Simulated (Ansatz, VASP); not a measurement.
One calculation of MgO, two programs

```
Mg O
1.0
     3.48402    0.00000    0.00000
    -1.74201    3.01725    0.00000
     0.00000    0.00000    4.18532
Mg O
2 2
Direct
  0.33333 0.66667 0.25000
  0.66667 0.33333 0.75000
  0.66667 0.33333 0.25000
  0.33333 0.66667 0.75000
```

Alike in both runs: task single point; functional PBE; k mesh 6 × 6 × 4; occupations gaussian, width 0.05 eV; no spin polarisation.

|  | VASP | Ansatz |
| --- | --- | --- |
| version | VASP 6.6.1 | Ansatz 0.2.0 |
| potentials or method | VASP PAW PBE potentials, release 64 (Mg, O) | plane waves |
| plane-wave cutoff (eV) | 520 | 420 |
| valence electrons in the cell | 16 | 32 |

```tsv
	VASP	Ansatz	Ansatz less VASP
gap on the k mesh at the Fermi level (eV)	3.43	3.45	+0.016
pressure (GPa)	4.0	4.5	+0.49
traceless stress, the component that is largest in VASP (GPa)	0.31	0.42	+0.104
```

VASP's potentials hold 16 valence electrons a cell and Ansatz's 32, so a difference there can come from the potentials and not from the codes.
